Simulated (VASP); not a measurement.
# Ge (Fd-3m) in VASP: further runs

Ge is run at these levels: PBEsol; tasks: single point.

All numbers are computed with VASP 6.6.1; they aren't measurements. Logs are shortened: lines on timing, memory, paths and dates and some standing lists are left out, and cuts for length are marked.

## (1) The cell of the first run

The structure is cubic, space group Fd-3m (No. 227). The conventional cell has a = 5.676 Å, b = 5.676 Å, c = 5.676 Å, α = 90.00°, β = 90.00°, γ = 90.00°. Within 3.2 Å of Ge (site symmetry -43m) lie 4 Ge at 2.46 Å.

## (2) Single point, PBEsol

INCAR

```
SYSTEM = Ge
ALGO = Normal
EDIFF = 1E-6
ENCUT = 520
GGA = PS
ISIF = 2
ISMEAR = -1
LASPH = .TRUE.
LCHARG = .FALSE.
LREAL = .FALSE.
LWAVE = .FALSE.
NBANDS = 36
NELM = 60
PREC = Accurate
SIGMA = 0.02
```

KPOINTS

```
k-points
0
G
  8 8 6
  0 0 0
```

POSCAR

```
Ge
1.0
    2.8378036877      2.8378036877      0.0000000000
   -2.8378036877      2.8378036877      0.0000000000
    0.0000000000      0.0000000000      5.6756073754
Ge
4
Direct
    0.2500000000      0.5000000000      0.3750000000
    0.7500000000      0.0000000000      0.8750000000
    0.2500000000      0.0000000000      0.1250000000
    0.7500000000      0.5000000000      0.6250000000
```

Potentials or basis: VASP PAW PBE potentials, release 64 (Ge_d).

Started as:

```console
> cat potpaw_PBE.64/Ge_d/POTCAR > POTCAR
> mpirun -np 1 vasp_std > vasp.out
```

OUTCAR:

```text
SYSTEM = Ge
   EDIFF = 1E-6
   ENCUT = 520
   GGA = PS
   ISIF = 2
   ISMEAR = -1
   LASPH = .TRUE.
   LREAL = .FALSE.
   NELM = 60
   PREC = Accurate

 ion  position               nearest neighbor table
   1  0.250  0.500  0.375-   3 2.46   4 2.46   3 2.46   4 2.46
   2  0.750  0.000  0.875-   3 2.46   4 2.46   4 2.46   3 2.46
   3  0.250  0.000  0.125-   1 2.46   2 2.46   1 2.46   2 2.46
   4  0.750  0.500  0.625-   1 2.46   2 2.46   2 2.46   1 2.46

  LATTYP: Found a simple tetragonal cell.
 ALAT       =     4.0132604625
 C/A-ratio  =     1.4142135624

  Lattice vectors:

 A1 = (   2.8378036877,   2.8378036877,   0.0000000000)
 A2 = (  -2.8378036877,   2.8378036877,   0.0000000000)
 A3 = (   0.0000000000,   0.0000000000,   5.6756073754)

Analysis of symmetry for initial positions (statically):
=====================================================================
 Subroutine PRICEL returns following result:

  LATTYP: Found a face centered cubic cell.
 ALAT       =     5.6756073754

  Lattice vectors:

 A1 = (   0.0000000000,  -2.8378036877,  -2.8378036877)
 A2 = (   2.8378036877,   0.0000000000,  -2.8378036877)
 A3 = (   2.8378036877,  -2.8378036877,  -0.0000000000)

   2 primitive cells build up your supercell.

 Routine SETGRP: Setting up the symmetry group for a
 simple tetragonal supercell.

 Subroutine GETGRP returns: Found 16 space group operations
 (whereof  4 operations were pure point group operations)
 out of a pool of 16 trial point group operations.

The static configuration has the point symmetry C_2h.
 The point group associated with its full space group is D_4h.

Analysis of symmetry for dynamics (positions and initial velocities):
=====================================================================
 Subroutine PRICEL returns following result:

  LATTYP: Found a face centered cubic cell.
 ALAT       =     5.6756073754

  Lattice vectors:

 A1 = (   0.0000000000,  -2.8378036877,  -2.8378036877)
 A2 = (   2.8378036877,   0.0000000000,  -2.8378036877)
 A3 = (   2.8378036877,  -2.8378036877,  -0.0000000000)

   2 primitive cells build up your supercell.

 Routine SETGRP: Setting up the symmetry group for a
 simple tetragonal supercell.

 Subroutine GETGRP returns: Found 16 space group operations
 (whereof  4 operations were pure point group operations)
 out of a pool of 16 trial point group operations.

The dynamic configuration has the point symmetry C_2h.
 The point group associated with its full space group is D_4h.

 Subroutine INISYM returns: Found 16 space group operations
 (whereof  4 operations are pure point group operations),
 and found     2 'primitive' translations

----------------------------------------------------------------------------------------

                                     Primitive cell

  volume of cell :      45.7064

  direct lattice vectors                    reciprocal lattice vectors
     0.000000000 -2.837803688 -2.837803688    -0.176192596 -0.176192596 -0.176192596
     2.837803688  0.000000000 -2.837803688     0.176192596  0.176192596 -0.176192596
     2.837803688 -2.837803688 -0.000000000     0.176192596 -0.176192596  0.176192596

  length of vectors
     4.013260462  4.013260462  4.013260462     0.305174529  0.305174529  0.305174529

  position of ions in fractional coordinates (direct lattice)
     0.375000000  0.875000000  0.875000000
     0.625000000  0.125000000  0.125000000

  ion indices of the primitive-cell ions
   primitive index   ion index
                 1           1
                 2           3

----------------------------------------------------------------------------------------

 KPOINTS: k-points

Automatic generation of k-mesh.
 Grid dimensions read from file:
 generate k-points for:    8    8    6

 Generating k-lattice:

  Cartesian coordinates                     Fractional coordinates (reciprocal lattice)
     0.022024075  0.022024075  0.000000000     0.125000000  0.000000000  0.000000000
    -0.022024075  0.022024075  0.000000000     0.000000000  0.125000000  0.000000000
     0.000000000  0.000000000  0.029365433     0.000000000  0.000000000  0.166666667

  Length of vectors
     0.031146745  0.031146745  0.029365433

  Shift w.r.t. Gamma in fractional coordinates (k-lattice)
     0.000000000  0.000000000  0.000000000

 Subroutine IBZKPT returns following result:
 ===========================================

 Found     60 irreducible k-points:

 Following reciprocal coordinates:
            Coordinates               Weight
  0.000000  0.000000  0.000000      1.000000
  0.125000  0.000000  0.000000      4.000000
  0.250000  0.000000  0.000000      4.000000
  0.375000  0.000000  0.000000      4.000000
  0.500000  0.000000  0.000000      2.000000
  0.125000  0.125000  0.000000      4.000000
[... 16 lines left out ...]
  0.375000  0.125000  0.166667     16.000000
  0.500000  0.125000  0.166667      8.000000
 [... further k-points ...]
   k-points           NKPTS =     60   k-points in BZ     NKDIM =     60   number of bands    NBANDS=     36
   number of dos      NEDOS =    301   number of ions     NIONS =      4
   total plane-waves  NPLWV =  37800
   dimension x,y,z NGX =    30 NGY =   30 NGZ =   42
   dimension x,y,z NGXF=    60 NGYF=   60 NGZF=   84
   ions per type =               4
   NGX,Y,Z   is equivalent  to a cutoff of  12.43, 12.43, 12.30 a.u.
   NGXF,Y,Z  is equivalent  to a cutoff of  24.85, 24.85, 24.60 a.u.
 SYSTEM =  Ge
   PREC   = accura    normal or accurate (medium, high low for compatibility)
   ISTART =      0    job   : 0-new  1-cont  2-samecut
   ICHARG =      2    charge: 1-file 2-atom 10-const
   ISPIN  =      1    spin polarized calculation?
   LNONCOLLINEAR =      F non collinear calculations
   LSORBIT =      F    spin-orbit coupling
   LASPH  =      T    aspherical Exc in radial PAW
   ENCUT  =  520.0 eV  38.22 Ry    6.18 a.u.   7.46  7.46 10.55*2*pi/ulx,y,z
   NELM   =     60;   NELMIN=  2; NELMDL= -5     # of ELM steps
   EDIFF  = 0.1E-05   stopping-criterion for ELM
   LREAL  =      F    real-space projection
   EDIFFG = 0.1E-04   stopping-criterion for IOM
   NSW    =      0    number of steps for IOM
   IBRION =     -1    ionic relax: 0-MD 1-quasi-New 2-CG
   NFREE  =      0    steps in history (QN), initial steepest desc. (CG)
   ISIF   =      2    stress and relaxation
   ISYM   =      2    0-nonsym 1-usesym 2-fastsym
   POTIM  = 0.5000    time-step for ionic-motion
   TEBEG  =    0.0;   TEEND  =   0.0 temperature during run
   PSTRESS=    0.0 pullay stress
   NELECT =      56.0000    total number of electrons
   NUPDOWN=      -1.0000    fix difference up-down
   EMIN   =  10.00;   EMAX   =-10.00  energy-range for DOS
   EFERMI =   0.00;   METHOD = LEGACY
   ISMEAR =    -1;   SIGMA  =   0.02  broadening in eV -4-tet -1-fermi 0-gaus
   EFERMI_NEDOS =   21; number of points for ismear=-14 and -15
   IALGO  =     38    algorithm
   IMIX   =      4    mixing-type and parameters
     AMIX     =   0.40;   BMIX     =  1.00
     AMIX_MAG =   1.60;   BMIX_MAG =  1.00
  volume/ion in A,a.u.               =      22.85       154.22
  Fermi-wavevector in a.u.,A,eV,Ry     =   1.390385  2.627447 26.302391  1.933171
  Thomas-Fermi vector in A             =   2.514325
   LORBIT       =      0    0 simple, 1 ext, 2 COOP (PROOUT), +10 PAW based schemes
   GGA     = PS    functional components
   LHFCALC =     F    Hartree Fock is set to
   AEXX    =    0.0000 exact exchange contribution
   IVDW    =     0    specifies the selected vdW correction
   LEPSILON=     F    determine dielectric tensor
   LRPA    =     F    only Hartree local field effects (RPA)
 non-spin polarized calculation
  energy-cutoff  :      520.00
  volume of cell :       91.41
 maximum number of plane-waves:      2496
 NGX is ok and might be reduce to    30
   NGX = 15   NGY = 15   NGZ = 21

 number of electron      55.9999987 magnetization

 Free energy of the ion-electron system (eV)
  ---------------------------------------------------
  ext. energy  EPLUGINS =         0.00000000
  ---------------------------------------------------
  free energy    TOTEN  =       -19.74167410 eV

  energy without entropy =      -19.74141813  energy(sigma->0) =      -19.74154611

 E-fermi :   4.7835     XC(G=0): -10.0837

 val. band max:        4.7709019562   @ k =   0.0000   0.0000   0.0000
 cond. band min:       4.8647558539   @ k =   0.5000   0.0000   0.5000
 fundamental gap:      0.0938538977
 Fermi energy:         4.7834579843

 k-point     1 :       0.0000    0.0000    0.0000
  band No.  band energies     occupation
      1     -20.0123      2.00000
      2     -20.0123      2.00000
      3     -19.9790      2.00000
      4     -19.9790      2.00000
      5     -19.9781      2.00000
      6     -19.9434      2.00000
[... 28 lines left out ...]
     35      10.9675      0.00000
     36      14.1966      0.00000

 k-point     2 :       0.1250    0.0000    0.0000
  band No.  band energies     occupation
      1     -20.0199      2.00000
      2     -20.0126      2.00000
      3     -19.9863      2.00000
      4     -19.9812      2.00000
      5     -19.9787      2.00000
      6     -19.9372      2.00000
[... 28 lines left out ...]
     35      11.6431      0.00000
     36      13.1722      0.00000

 k-point     3 :       0.2500    0.0000    0.0000
  band No.  band energies     occupation
      1     -20.0288      2.00000
      2     -20.0133      2.00000
      3     -19.9978      2.00000
      4     -19.9903      2.00000
      5     -19.9725      2.00000
      6     -19.9253      2.00000
[... 28 lines left out ...]
     35      11.8772      0.00000
     36      12.0881      0.00000
[... 742 lines left out ...]
 k-point    23 :       0.3750    0.1250    0.1667
  band No.  band energies     occupation
      1     -20.0257      2.00000
      2     -20.0146      2.00000
      3     -20.0096      2.00000
      4     -20.0001      2.00000
      5     -19.9625      2.00000
      6     -19.9250      2.00000
[... 28 lines left out ...]
     35      10.7193      0.00000
     36      11.3198      0.00000

 k-point    24 :       0.5000    0.1250    0.1667
  band No.  band energies     occupation
      1     -20.0183      2.00000
      2     -20.0183      2.00000
      3     -20.0093      2.00000
      4     -20.0093      2.00000
      5     -19.9422      2.00000
      6     -19.9422      2.00000
[... 28 lines left out ...]
     35      10.6766      0.00000
     36      10.6766      0.00000

 [... further k-points ...]

------------------------ aborting loop because EDIFF is reached ----------------------------------------

  FORCE on cell =-STRESS in cart. coord.  units (eV):
  Direction    XX          YY          ZZ          XY          YZ          ZX
  --------------------------------------------------------------------------------------
  -------------------------------------------------------------------------------------
  Total       -0.0172797     -0.0172797     -0.0995953      0.0000000      0.0000000      0.0000000
  in kB       -0.3028579     -0.3028579     -1.7455898      0.0000000      0.0000000      0.0000000
  external PRESSURE =      -0.7837685 kB  Pullay stress =       0.0000000 kB

 VOLUME and BASIS-vectors are now :
 -----------------------------------------------------------------------------
  energy-cutoff  :      520.00
  volume of cell :       91.41
      direct lattice vectors                 reciprocal lattice vectors
     2.837803688  2.837803688  0.000000000     0.176192596  0.176192596  0.000000000
    -2.837803688  2.837803688  0.000000000    -0.176192596  0.176192596  0.000000000
     0.000000000  0.000000000  5.675607375     0.000000000  0.000000000  0.176192596

 POSITION                                       TOTAL-FORCE (eV/Angst)
 -----------------------------------------------------------------------------------
     -0.70945      2.12835      2.12835         0.000000      0.000000     -0.000000
      2.12835      2.12835      4.96616        -0.000000     -0.000000      0.000000
      0.70945      0.70945      0.70945         0.000000     -0.000000      0.000000
      0.70945      3.54725      3.54725         0.000000     -0.000000     -0.000000
 -----------------------------------------------------------------------------------
    total drift:                                0.000000     -0.000000      0.000000

  FREE ENERGIE OF THE ION-ELECTRON SYSTEM (eV)
  ---------------------------------------------------
  free  energy   TOTEN  =       -19.7416740964 eV

  energy  without entropy=      -19.7414181267  energy(sigma->0) =      -19.74154611
```

Run time: 3.3 min. Hardware: 1 thread of Intel Xeon 8259CL, shared host; peak memory 0.27 GiB.

Results:

| Quantity | Value |
| --- | --- |
| Free energy | -19.7417 eV |
| Pressure | -0.1 GPa |
| Band gap on the k mesh | zero (filled and empty bands touch) |

Levels at points of the mesh, in eV from the Fermi level:
```
           k point  band 25  band 26  band 27  band 28  band 29  band 30  band 31  band 32
(0.00, 0.00, 0.00)    -3.07    -0.10    -0.01    -0.01    -0.01     0.66     0.66     2.51
(0.50, 0.00, 0.00)    -3.87    -3.87    -1.51    -1.51     1.88     1.88     4.74     4.74
(0.50, 0.50, 0.00)    -3.07    -3.07    -3.07    -3.07     0.67     0.67     0.67     0.67
(0.00, 0.00, 0.50)    -2.04    -2.04    -2.04    -2.04     0.94     0.94     2.65     2.65
(0.50, 0.00, 0.50)    -1.41    -1.41    -1.41    -1.41     0.08     0.08     3.69     3.69
(0.50, 0.50, 0.50)    -3.91    -3.91    -3.91    -3.91     4.24     4.24     4.24     4.24
```

Caveat: semilocal functionals underestimate gaps, and a narrow one can read as zero; the PAW data sets were made with another functional, which shifts forces and pressure a little.

(Continued in part 2 of 2.)

The gap in the log of VASP goes by the Fermi energy; the results here count the filled bands.